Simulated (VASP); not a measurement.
# CdF2 (I4/mmm) in VASP: notebook, part 2 of 2

VASP 6.6.1.

**3. Single point, PBEsol (12.49 Å³/atom)**

Input file INCAR:

```
PREC = Accurate
ENCUT = 700
EDIFF = 1E-6
ISMEAR = 0
SIGMA = 0.05
LREAL = F
LASPH = T
NELM = 120
ALGO = Normal
ISIF = 2
LWAVE = F
LCHARG = F
GGA = PS
NBANDS = 24
GGA_COMPAT = F
```

Input file KPOINTS:

```
Automatic mesh
0
Gamma
  8 8 8
```

Input file POSCAR:

```
CdF2
1.0
    0.0000000000      2.6913835873      2.5856122123
    2.6913835873      0.0000000000      2.5856122123
    2.6913835873      2.6913835873      0.0000000000
Cd F
1 2
Direct
    0.0000000000      0.0000000000      0.0000000000
    0.2500000000      0.2500000000      0.2500000000
    0.7500000000      0.7500000000      0.7500000000
```

Potentials or basis: VASP PAW PBE potentials, release 64 (Cd_sv_GW, F).

The run is started by

```
> cat potpaw_PBE.64/Cd_sv_GW/POTCAR potpaw_PBE.64/F/POTCAR > POTCAR
> mpirun -np 1 vasp_std > vasp.out
```

OUTCAR:

```text
PREC = Accurate
   ENCUT = 700
   EDIFF = 1E-6
   ISMEAR = 0
   LREAL = F
   LASPH = T
   NELM = 120
   ISIF = 2
   GGA = PS

 ion  position               nearest neighbor table
   1  0.000  0.000  0.000-
   2  0.250  0.250  0.250-
   3  0.750  0.750  0.750-

  LATTYP: Found a body centered tetragonal cell.
 ALAT       =     3.8061911707
 C/A-ratio  =     1.3586349694

  Lattice vectors:

 A1 = (   0.0000000000,  -2.6913835873,  -2.5856122123)
 A2 = (   0.0000000000,   2.6913835873,  -2.5856122123)
 A3 = (   2.6913835873,   0.0000000000,   2.5856122123)

Analysis of symmetry for initial positions (statically):
=====================================================================
 Subroutine PRICEL returns:
 Original cell was already a primitive cell.

 Routine SETGRP: Setting up the symmetry group for a
 body centered tetragonal supercell.

 Subroutine GETGRP returns: Found 16 space group operations
 (whereof 16 operations were pure point group operations)
[... 161 lines left out ...]
  ---------------------------------------------------
  free energy    TOTEN  =       -11.68099322 eV

  energy without entropy =      -11.68099322  energy(sigma->0) =      -11.68099322

 E-fermi :   1.5507     XC(G=0): -11.1075

 val. band max:        0.9677629739   @ k =  -0.2500   0.5000   0.2500
 cond. band min:       3.9890259902   @ k =   0.0000   0.0000   0.0000
 fundamental gap:      3.0212630164
 Fermi energy:         1.5506656973

 k-point     1 :       0.0000    0.0000    0.0000
  band No.  band energies     occupation
      1     -97.2919      2.00000
      2     -58.4317      2.00000
      3     -58.4156      2.00000
      4     -58.4156      2.00000
      5     -20.0292      2.00000
      6     -18.7627      2.00000
[... 637 lines left out ...]
     23      20.3739      0.00000
     24      21.8554      0.00000

 [... further k-points ...]

------------------------ aborting loop because EDIFF is reached ----------------------------------------

  FORCE on cell =-STRESS in cart. coord.  units (eV):
  Direction    XX          YY          ZZ          XY          YZ          ZX
  --------------------------------------------------------------------------------------
  -------------------------------------------------------------------------------------
  Total        0.6855505      0.6855505      1.7739951      0.0000000      0.0000000     -0.0000000
  in kB       29.3228009     29.3228009     75.8784444      0.0000000      0.0000000     -0.0000000
  external PRESSURE =      44.8413487 kB  Pullay stress =       0.0000000 kB

 VOLUME and BASIS-vectors are now :
 -----------------------------------------------------------------------------
  energy-cutoff  :      700.00
  volume of cell :       37.46
      direct lattice vectors                 reciprocal lattice vectors
     0.000000000  2.691383587  2.585612212    -0.185778052  0.185778052  0.193377800
     2.691383587  0.000000000  2.585612212     0.185778052 -0.185778052  0.193377800
     2.691383587  2.691383587  0.000000000     0.185778052  0.185778052 -0.193377800

 POSITION                                       TOTAL-FORCE (eV/Angst)
 -----------------------------------------------------------------------------------
      0.00000      0.00000      0.00000         0.000000     -0.000000     -0.000000
      1.34569      1.34569      1.29281        -0.000000     -0.000000      0.000000
      4.03708      4.03708      3.87842         0.000000      0.000000     -0.000000
 -----------------------------------------------------------------------------------
    total drift:                                0.000000     -0.000000      0.000000

  FREE ENERGIE OF THE ION-ELECTRON SYSTEM (eV)
  ---------------------------------------------------
  free  energy   TOTEN  =       -11.6809932183 eV

  energy  without entropy=      -11.6809932183  energy(sigma->0) =      -11.68099322
```

OSZICAR:

```text
N       E                     dE             d eps       ncg     rms          rms(c)
DAV:   1     0.657900352202E+03    0.65790E+03   -0.23189E+04  2896   0.235E+03
DAV:   2     0.482448827653E+02   -0.60966E+03   -0.55383E+03  2872   0.708E+02
DAV:   3    -0.109244165106E+02   -0.59169E+02   -0.58501E+02  4200   0.243E+02
DAV:   4    -0.129628035111E+02   -0.20384E+01   -0.20377E+01  3304   0.484E+01
DAV:   5    -0.130482832771E+02   -0.85480E-01   -0.85477E-01  4240   0.972E+00    0.135E+01
DAV:   6    -0.116959995493E+02    0.13523E+01   -0.30547E+00  4120   0.452E+01    0.112E+01
DAV:   7    -0.116950402051E+02    0.95934E-03   -0.40542E-01  3040   0.654E+00    0.731E+00
DAV:   8    -0.116887642075E+02    0.62760E-02   -0.12170E-01  3992   0.588E+00    0.132E+00
DAV:   9    -0.116808028224E+02    0.79614E-02   -0.30673E-02  4344   0.426E+00    0.209E-01
DAV:  10    -0.116809388808E+02   -0.13606E-03   -0.21151E-03  4024   0.588E-01    0.168E-01
DAV:  11    -0.116809883156E+02   -0.49435E-04   -0.23704E-04  4144   0.440E-01    0.412E-02
DAV:  12    -0.116809887761E+02   -0.46053E-06   -0.28336E-05  3600   0.578E-02    0.632E-03
DAV:  13    -0.116809932885E+02   -0.45124E-05   -0.50194E-06  3264   0.213E-02    0.357E-03
DAV:  14    -0.116809932183E+02    0.70200E-07   -0.90470E-08  2520   0.164E-02
   1 F= -.11680993E+02 E0= -.11680993E+02  d E =-.210267E-62
```

stdout:

```text
POSCAR found type information on POSCAR CdF
 POSCAR found :  2 types and       3 ions
 scaLAPACK will be used
 -----------------------------------------------------------------------------
|                                                                             |
|                                                                             |
|     You enforced a specific xc type in the INCAR file but a different       |
|     I HOPE YOU KNOW WHAT YOU ARE DOING!                                     |
|                                                                             |
 -----------------------------------------------------------------------------

 LDA part: xc-table for (Slater+PW92), standard interpolation
 POSCAR, INCAR and KPOINTS ok, starting setup
 FFT: planning ... GRIDC
 FFT: planning ... GRID_SOFT
 FFT: planning ... GRID
 WAVECAR not read
 entering main loop
```

Wall time 41 s (1 thread of AMD EPYC 9R45 (Zen 5), shared host); peak memory 0.22 GiB.

What came out:

```
Free energy            : -11.6810 eV
Pressure               : 4.5 GPa
Band gap on the k mesh : 3.02 eV (least direct gap 3.45 eV)
```

Caveat: the cell stands under pressure; the PAW data sets were made with another functional, which shifts forces and pressure a little. A k mesh can miss the band edges.

**4. Single point, PBEsol (12.49 Å³/atom)**

Input file INCAR:

```
SYSTEM = CdF2
  PREC = Accurate
  ENCUT = 700
  EDIFF = 1E-6
  ISMEAR = 0
  SIGMA = 0.05
  LREAL = .FALSE.
  LASPH = .TRUE.
  NELM = 120
  ALGO = Normal
  ISIF = 2
  LWAVE = .FALSE.
  LCHARG = .FALSE.
  GGA = PS
  NBANDS = 24
  GGA_COMPAT = .FALSE.
```

Input file KPOINTS:

```
regular mesh
0
G
  8 8 8
  0 0 0
```

Input file POSCAR:

```
CdF2
1.0
    0.0000000000      2.5856032878      2.8015011623
    2.5856032878      0.0000000000      2.8015011623
    2.5856032878      2.5856032878      0.0000000000
Cd F
1 2
Direct
    0.0000000000      0.0000000000      0.0000000000
    0.2500000000      0.2500000000      0.2500000000
    0.7500000000      0.7500000000      0.7500000000
```

The run is started by

```
> cat potpaw_PBE.64/Cd_sv_GW/POTCAR potpaw_PBE.64/F/POTCAR > POTCAR
> mpirun -np 1 vasp_std > vasp.out
```

Run time: 44 s. Hardware: 1 thread of AMD EPYC 9R45 (Zen 5), shared host; peak memory 0.23 GiB.

It converged, with:

```
Free energy            : -11.6387 eV
Pressure               : 4.4 GPa
Band gap on the k mesh : 2.92 eV (least direct gap 3.31 eV)
```

Stress tensor (GPa, compression positive):
```
 7.41  0.00  0.00
 0.00  7.41  0.00
 0.00  0.00 -1.70
```

Levels at points of the mesh, in eV from the valence-band top:
```csv
k point,band 13,band 14,band 15,band 16,band 17,band 18,band 19,band 20,band 21,band 22
"(0.00, 0.00, 0.00)",-0.93,-0.93,-0.62,-0.62,-0.39,2.92,12.57,12.57,12.76,17.71
"(0.50, 0.00, 0.00)",-2.61,-2.20,-2.01,-0.47,-0.44,7.26,8.90,14.35,14.94,17.79
"(0.50, 0.50, 0.00)",-3.23,-3.23,-0.97,-0.09,-0.09,8.11,9.80,11.78,14.62,14.62
"(0.50, 0.00, 0.50)",-3.24,-3.14,-0.49,-0.29,-0.06,8.06,9.47,11.72,13.73,14.78
```

Caveat: the stress differs along the axes, from -2 to 7 GPa; the PAW data sets were made with another functional, which shifts forces and pressure a little. A k mesh can miss the band edges.

**5. Single point, PBEsol (11.97 Å³/atom)**

This run uses another cell than the first one, of 11.97 Å³/atom.

Input file INCAR:

```
PREC     = Accurate       # precision mode
ENCUT    = 700            # plane-wave cutoff, eV
EDIFF    = 1E-6           # SCF threshold, eV
ISMEAR   = 0              # smearing method
SIGMA    = 0.05           # smearing width, eV
LREAL    = F              # projectors in reciprocal space
LASPH    = T              # aspherical terms in the spheres
NELM     = 120            # most SCF steps
ALGO     = Normal         # electronic algorithm
ISIF     = 2              # what is computed and relaxed
LWAVE    = F              # write WAVECAR
LCHARG   = T              # write CHGCAR
GGA      = PS             # functional
LELF     = T              # ELF
LVHAR    = T            
NBANDS   = 24             # bands
GGA_COMPAT= F
```

Input file KPOINTS:

```
Automatic mesh
0
Gamma
  8 8 8
```

Input file POSCAR:

```
CdF2
1.0
    0.0000000000      2.5491992418      2.7620573785
    2.5491992418      0.0000000000      2.7620573785
    2.5491992418      2.5491992418      0.0000000000
Cd F
1 2
Direct
    0.0000000000      0.0000000000      0.0000000000
    0.2500000000      0.2500000000      0.2500000000
    0.7500000000      0.7500000000      0.7500000000
```

The run is started by

```
> cat potpaw_PBE.64/Cd_sv_GW/POTCAR potpaw_PBE.64/F/POTCAR > POTCAR
> mpirun -np 1 vasp_std > vasp.out
```

Run time: 77 s. Hardware: 1 thread of AMD EPYC 7R13 (Zen 3), shared host; peak memory 0.21 GiB.

The run converged. Its results:

- Free energy: -11.5625 eV
- Pressure: 10.5 GPa
- Band gap on the k mesh: 3.07 eV (least direct gap 3.38 eV)

Stress tensor (GPa, compression positive):
```
13.60  0.00  0.00
 0.00 13.60  0.00
 0.00  0.00  4.34
```

Levels at points of the mesh, in eV from the valence-band top:
```csv
k point,band 15,band 16,band 17,band 18,band 19,band 20
"(0.00, 0.00, 0.00)",-0.55,-0.55,-0.31,3.07,12.77,12.77
"(0.50, 0.00, 0.00)",-2.18,-0.42,-0.40,7.59,9.02,14.72
"(0.50, 0.50, 0.00)",-1.07,-0.09,-0.09,8.47,10.06,11.85
"(0.50, 0.00, 0.50)",-0.57,-0.28,-0.07,8.41,9.70,11.82
```

Caveat: the stress differs along the axes, from 4 to 14 GPa; the PAW data sets were made with another functional, which shifts forces and pressure a little. A k mesh can miss the band edges.

**6. The runs side by side**

```tsv
cell	gap on the mesh (eV)	pressure (GPa)
a = 3.722, b = 3.722, c = 3.832 Å, angles 59.0, 59.0, 62.0°, 3 atoms	2.96	4.5
a = 3.732, b = 3.732, c = 3.806 Å, angles 59.3, 59.3, 61.3°, 3 atoms	3.02	4.5
a = 3.812, b = 3.812, c = 3.657 Å, angles 61.3, 61.3, 57.3°, 3 atoms	2.92	4.4
a = 3.759, b = 3.759, c = 3.605 Å, angles 61.3, 61.3, 57.3°, 3 atoms	3.07	10.5
```

Alike in all rows: task single point; level PBEsol; potentials or basis VASP PAW PBE potentials, release 64 (Cd_sv_GW, F); no spin polarisation; k mesh 8 × 8 × 8; cutoff (eV) 700; smearing gaussian 0.05 eV.

Caveats: the PAW data sets were made with another functional, which shifts forces and pressure a little; the stress differs along the axes, from 2 to 9 GPa (at least some runs); the cell stands under pressure (at least some runs); the stress differs along the axes, from -2 to 7 GPa (at least some runs); the stress differs along the axes, from 4 to 14 GPa (at least some runs).

Total energies depend on the potentials used, so only differences within one code and one set of settings carry meaning.
